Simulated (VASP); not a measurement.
# Zr3ZnN2 (Cmmm) in VASP: notebook

Runs on Zr3ZnN2. Level: PBE. Tasks: single point, relaxation of cell and atoms.

All numbers are computed with VASP 6.6.1; they aren't measurements. Logs are shortened: lines on timing, memory, paths and dates and some standing lists are left out, and cuts for length are marked.

### 1 The cell of the first run

The structure is orthorhombic, space group Cmmm (No. 65). Conventional cell: a = 5.865 Å, b = 11.641 Å, c = 3.122 Å, α = 90.00°, β = 90.00°, γ = 90.00°. Within 3.0 Å of Zr (site symmetry m2m) lie 4 N at 2.16 Å and 1 Zn at 2.62 Å and 2 Zr at 2.99 Å. Zr (site symmetry mmm) has 14 Zr at 3.12 to 4.23 Å and 4 N at 3.26 Å and 4 Zn at 3.32 Å within 4.3 Å. Zn (site symmetry mmm) has 6 Zr at 2.62 to 3.32 Å and 2 Zn at 3.12 Å and 8 N at 3.61 Å within 3.7 Å. Within 3.0 Å of N (site symmetry 2/m) lie 4 Zr at 2.16 Å and 2 N at 2.93 Å.

The cell was generated, and may not be a known phase.

### 2 Single point, PBE

Input file INCAR:

```
SYSTEM = Zr3ZnN2
PREC = Accurate
ENCUT = 600
EDIFF = 1E-6
ISMEAR = 0
SIGMA = 0.1
LREAL = .FALSE.
LASPH = .TRUE.
NELM = 120
ALGO = Normal
ISIF = 2
LWAVE = .FALSE.
LCHARG = .TRUE.
GGA = PE
LELF = .TRUE.
LVHAR = .TRUE.
NBANDS = 38
GGA_COMPAT = .FALSE.
```

Input file KPOINTS:

```
regular mesh
0
G
  4 4 4
  0 0 0
```

Input file POSCAR:

```
Zr3ZnN2
1.0
    2.9322548278     -5.8205864364      0.0000000000
    2.9322548278      5.8205864364      0.0000000000
    0.0000000000      0.0000000000      3.1218626722
Zr Zn N
3 1 2
Direct
    0.7751846550      0.2248153450      0.0000000000
    0.2248153450      0.7751846550      0.0000000000
    0.5000000000      0.5000000000      0.5000000000
    0.0000000000      0.0000000000      0.0000000000
    0.5000000000      0.0000000000      0.5000000000
    0.0000000000      0.5000000000      0.5000000000
```

Potentials or basis: VASP PAW PBE potentials, release 64 (Zr_sv, Zn, N).

Started as:

```bash
> cat potpaw_PBE.64/Zr_sv/POTCAR potpaw_PBE.64/Zn/POTCAR potpaw_PBE.64/N/POTCAR > POTCAR
> mpirun -np 1 vasp_std > vasp.out
```

OUTCAR:

```text
SYSTEM = Zr3ZnN2
   PREC = Accurate
   ENCUT = 600
   EDIFF = 1E-6
   ISMEAR = 0
   LREAL = .FALSE.
   LASPH = .TRUE.
   NELM = 120
   ISIF = 2
   GGA = PE

 ion  position               nearest neighbor table
   1  0.775  0.225  0.000-   5 2.16   6 2.16   5 2.16   6 2.16   4 2.62   2 2.99   2 2.99   3 3.56
                             3 3.56
   2  0.225  0.775  0.000-   5 2.16   6 2.16   5 2.16   6 2.16   4 2.62   1 2.99   1 2.99   3 3.56
                             3 3.56
   3  0.500  0.500  0.500-   4 3.32   4 3.32   4 3.32   4 3.32   2 3.56   2 3.56   1 3.56   1 3.56

   4  0.000  0.000  0.000-   1 2.62   2 2.62   3 3.32   3 3.32   3 3.32   3 3.32
   5  0.500  0.000  0.500-   1 2.16   2 2.16   1 2.16   2 2.16
   6  0.000  0.500  0.500-   1 2.16   2 2.16   1 2.16   2 2.16

  LATTYP: Found a base centered orthorhombic cell.
 ALAT       =     5.8645096556
 B/A-ratio  =     1.9850206678
 C/A-ratio  =     0.5323314063

  Lattice vectors:

 A1 = (   2.9322548278,  -5.8205864364,   0.0000000000)
 A2 = (   2.9322548278,   5.8205864364,   0.0000000000)
 A3 = (   0.0000000000,   0.0000000000,   3.1218626722)

Analysis of symmetry for initial positions (statically):
=====================================================================
 Subroutine PRICEL returns:
 Original cell was already a primitive cell.

 Routine SETGRP: Setting up the symmetry group for a
 base centered orthorhombic supercell.

 Subroutine GETGRP returns: Found  8 space group operations
 (whereof  8 operations were pure point group operations)
 out of a pool of  8 trial point group operations.

The static configuration has the point symmetry D_2h.

Analysis of symmetry for dynamics (positions and initial velocities):
=====================================================================
 Subroutine PRICEL returns:
 Original cell was already a primitive cell.

 Routine SETGRP: Setting up the symmetry group for a
 base centered orthorhombic supercell.

 Subroutine GETGRP returns: Found  8 space group operations
 (whereof  8 operations were pure point group operations)
 out of a pool of  8 trial point group operations.

The dynamic configuration has the point symmetry D_2h.

 Subroutine INISYM returns: Found  8 space group operations
 (whereof  8 operations are pure point group operations),
 and found     1 'primitive' translations

----------------------------------------------------------------------------------------

                                     Primitive cell

  volume of cell :     106.5644

  direct lattice vectors                    reciprocal lattice vectors
     2.932254828 -5.820586436  0.000000000     0.170517240 -0.085901997  0.000000000
     2.932254828  5.820586436  0.000000000     0.170517240  0.085901997  0.000000000
     0.000000000  0.000000000  3.121862672     0.000000000  0.000000000  0.320321585

  length of vectors
     6.517464602  6.517464602  3.121862672     0.190932664  0.190932664  0.320321585

  position of ions in fractional coordinates (direct lattice)
     0.775184655  0.224815345  0.000000000
     0.224815345  0.775184655  0.000000000
     0.500000000  0.500000000  0.500000000
     0.000000000  0.000000000  0.000000000
     0.500000000  0.000000000  0.500000000
     0.000000000  0.500000000  0.500000000

  ion indices of the primitive-cell ions
   primitive index   ion index
                 1           1
                 2           2
                 3           3
                 4           4
                 5           5
                 6           6

----------------------------------------------------------------------------------------

 KPOINTS: regular mesh

Automatic generation of k-mesh.
 Grid dimensions read from file:
 generate k-points for:    4    4    4

 Generating k-lattice:

  Cartesian coordinates                     Fractional coordinates (reciprocal lattice)
     0.042629310 -0.021475499  0.000000000     0.250000000  0.000000000  0.000000000
     0.042629310  0.021475499  0.000000000     0.000000000  0.250000000  0.000000000
     0.000000000  0.000000000  0.080080396     0.000000000  0.000000000  0.250000000

  Length of vectors
     0.047733166  0.047733166  0.080080396

  Shift w.r.t. Gamma in fractional coordinates (k-lattice)
     0.000000000  0.000000000  0.000000000

 Subroutine IBZKPT returns following result:
 ===========================================

 Found     21 irreducible k-points:

 Following reciprocal coordinates:
            Coordinates               Weight
  0.000000  0.000000  0.000000      1.000000
  0.250000  0.000000  0.000000      4.000000
  0.500000  0.000000  0.000000      2.000000
  0.250000  0.250000  0.000000      2.000000
  0.500000  0.250000  0.000000      4.000000
 -0.250000  0.250000  0.000000      2.000000
[... 13 lines left out ...]
 -0.250000  0.250000  0.500000      2.000000
  0.500000  0.500000  0.500000      1.000000
   k-points           NKPTS =     21   k-points in BZ     NKDIM =     21   number of bands    NBANDS=     38
   number of dos      NEDOS =    301   number of ions     NIONS =      6
   total plane-waves  NPLWV =  81648
   dimension x,y,z NGX =    54 NGY =   54 NGZ =   28
   dimension x,y,z NGXF=   108 NGYF=  108 NGZF=   56
   ions per type =               3   1   2
   NGX,Y,Z   is equivalent  to a cutoff of  13.77, 13.77, 14.91 a.u.
   NGXF,Y,Z  is equivalent  to a cutoff of  27.55, 27.55, 29.82 a.u.
 SYSTEM =  Zr3ZnN2
   PREC   = accura    normal or accurate (medium, high low for compatibility)
   ISTART =      0    job   : 0-new  1-cont  2-samecut
   ICHARG =      2    charge: 1-file 2-atom 10-const
   ISPIN  =      1    spin polarized calculation?
   LNONCOLLINEAR =      F non collinear calculations
   LSORBIT =      F    spin-orbit coupling
   LASPH  =      T    aspherical Exc in radial PAW
   ENCUT  =  600.0 eV  44.10 Ry    6.64 a.u.  13.02 13.02  6.24*2*pi/ulx,y,z
   NELM   =    120;   NELMIN=  2; NELMDL= -5     # of ELM steps
   EDIFF  = 0.1E-05   stopping-criterion for ELM
   LREAL  =      F    real-space projection
[... 7 lines left out ...]
   TEBEG  =    0.0;   TEEND  =   0.0 temperature during run
   PSTRESS=    0.0 pullay stress
   NELECT =      58.0000    total number of electrons
   NUPDOWN=      -1.0000    fix difference up-down
   EMIN   =  10.00;   EMAX   =-10.00  energy-range for DOS
   EFERMI =   0.00;   METHOD = LEGACY
   ISMEAR =     0;   SIGMA  =   0.10  broadening in eV -4-tet -1-fermi 0-gaus
   EFERMI_NEDOS =   21; number of points for ismear=-14 and -15
   IALGO  =     38    algorithm
   IMIX   =      4    mixing-type and parameters
     AMIX     =   0.40;   BMIX     =  1.00
     AMIX_MAG =   1.60;   BMIX_MAG =  1.00
  volume/ion in A,a.u.               =      17.76       119.86
  Fermi-wavevector in a.u.,A,eV,Ry     =   1.336637  2.525877 24.308141  1.786598
  Thomas-Fermi vector in A             =   2.465248
   LORBIT       =      0    0 simple, 1 ext, 2 COOP (PROOUT), +10 PAW based schemes
   GGA     = PE    functional components
   LHFCALC =     F    Hartree Fock is set to
   AEXX    =    0.0000 exact exchange contribution
   IVDW    =     0    specifies the selected vdW correction
   LEPSILON=     F    determine dielectric tensor
   LRPA    =     F    only Hartree local field effects (RPA)
 non-spin polarized calculation
 Gauss-broadening in eV      SIGMA  =   0.10
  energy-cutoff  :      600.00
  volume of cell :      106.56
 maximum number of plane-waves:      3574
 NGX is ok and might be reduce to    54
   NGX = 27   NGY = 27   NGZ = 13

 number of electron      57.9999996 magnetization

 Free energy of the ion-electron system (eV)
  ---------------------------------------------------
  ext. energy  EPLUGINS =         0.00000000
  ---------------------------------------------------
  free energy    TOTEN  =       -47.00067516 eV

  energy without entropy =      -46.98651974  energy(sigma->0) =      -46.99359745

 E-fermi :   6.7947     XC(G=0): -10.8007

 val. band max:        6.7834897263   @ k =   0.5000   0.2500   0.2500
 cond. band min:       6.8346297676   @ k =   0.5000   0.0000   0.5000
 fundamental gap:      0.0511400413
 Fermi energy:         6.7946507514

 k-point     1 :       0.0000    0.0000    0.0000
  band No.  band energies     occupation
      1     -42.8675      2.00000
      2     -42.0072      2.00000
      3     -41.8888      2.00000
      4     -20.9497      2.00000
      5     -20.8782      2.00000
      6     -20.8090      2.00000
[... 30 lines left out ...]
     37      10.2494      0.00000
     38      10.4617      0.00000

 k-point     2 :       0.2500    0.0000    0.0000
  band No.  band energies     occupation
      1     -42.8675      2.00000
      2     -41.9901      2.00000
      3     -41.9064      2.00000
      4     -20.9502      2.00000
      5     -20.8794      2.00000
      6     -20.6629      2.00000
[... 30 lines left out ...]
     37      10.2018      0.00000
     38      10.3986      0.00000

 k-point     3 :       0.5000    0.0000    0.0000
  band No.  band energies     occupation
      1     -42.8675      2.00000
      2     -41.9487      2.00000
      3     -41.9484      2.00000
      4     -20.9483      2.00000
      5     -20.8797      2.00000
      6     -20.3495      2.00000
[... 30 lines left out ...]
     37       9.9998      0.00000
     38      10.0473      0.00000

 k-point     4 :       0.2500    0.2500    0.0000
  band No.  band energies     occupation
      1     -42.8675      2.00000
      2     -41.9486      2.00000
      3     -41.9485      2.00000
      4     -20.9482      2.00000
      5     -20.8798      2.00000
      6     -20.3495      2.00000
[... 30 lines left out ...]
     37      10.0694      0.00000
     38      10.3049      0.00000
[... 580 lines left out ...]
      4     -20.9453      2.00000
      5     -20.8887      2.00000
      6     -20.8126      2.00000
[... 30 lines left out ...]
     37      10.5185      0.00000
     38      11.1729      0.00000

 k-point    20 :      -0.2500    0.2500    0.5000
  band No.  band energies     occupation
      1     -42.8089      2.00000
      2     -41.9302      2.00000
      3     -41.8173      2.00000
      4     -20.9446      2.00000
      5     -20.8871      2.00000
      6     -20.8123      2.00000
[... 30 lines left out ...]
     37      10.4525      0.00000
     38      10.9236      0.00000

 k-point    21 :       0.5000    0.5000    0.5000
  band No.  band energies     occupation
      1     -42.8089      2.00000
      2     -41.9301      2.00000
      3     -41.8174      2.00000
      4     -20.9459      2.00000
      5     -20.8998      2.00000
      6     -20.8123      2.00000
[... 30 lines left out ...]
     37      10.3878      0.00000
     38      10.9793      0.00000

------------------------ aborting loop because EDIFF is reached ----------------------------------------

  FORCE on cell =-STRESS in cart. coord.  units (eV):
  Direction    XX          YY          ZZ          XY          YZ          ZX
  --------------------------------------------------------------------------------------
  -------------------------------------------------------------------------------------
  Total       -0.0186472      0.2208333      0.2287579      0.0000000      0.0000000      0.0000000
  in kB       -0.2803576      3.3201904      3.4393353      0.0000000      0.0000000      0.0000000
  external PRESSURE =       2.1597227 kB  Pullay stress =       0.0000000 kB

 VOLUME and BASIS-vectors are now :
 -----------------------------------------------------------------------------
  energy-cutoff  :      600.00
  volume of cell :      106.56
      direct lattice vectors                 reciprocal lattice vectors
     2.932254828 -5.820586436  0.000000000     0.170517240 -0.085901997  0.000000000
     2.932254828  5.820586436  0.000000000     0.170517240  0.085901997  0.000000000
     0.000000000  0.000000000  3.121862672     0.000000000  0.000000000  0.320321585

 POSITION                                       TOTAL-FORCE (eV/Angst)
 -----------------------------------------------------------------------------------
      2.93225     -3.20347      0.00000         0.000000     -0.011227     -0.000000
      2.93225      3.20347      0.00000         0.000000      0.011227      0.000000
      2.93225      0.00000      1.56093         0.000000      0.000000      0.000000
      0.00000      0.00000      0.00000        -0.000000      0.000000      0.000000
      1.46613     -2.91029      1.56093         0.000000     -0.000000      0.000000
      1.46613      2.91029      1.56093         0.000000      0.000000      0.000000
 -----------------------------------------------------------------------------------
    total drift:                                0.000000      0.000000      0.000000

  FREE ENERGIE OF THE ION-ELECTRON SYSTEM (eV)
  ---------------------------------------------------
  free  energy   TOTEN  =       -47.0006751560 eV

  energy  without entropy=      -46.9865197354  energy(sigma->0) =      -46.99359745
```

Wall time 3.4 min (1 thread of Oxide Virtual Turin-like, shared host); peak memory 0.29 GiB.

Results:

```
Free energy            : -47.0007 eV
Pressure               : 0.2 GPa
Largest force          : 0.011 eV/Å
Band gap on the k mesh : zero (bands 29 and 30 overlap by 0.64 eV)
```

Forces on the atoms (eV/Å):
```
Zr   0.000 -0.011  0.000
Zr   0.000  0.011  0.000
Zr   0.000  0.000  0.000
Zn   0.000  0.000  0.000
N    0.000  0.000  0.000
N    0.000  0.000  0.000
```

Caveat: the k points lie up to 0.50 Å⁻¹ apart, too coarse for converged energies and pressures of a metal.

[end of part 1 of 2]

The gap in the log of VASP goes by the Fermi energy; the results here count the filled bands.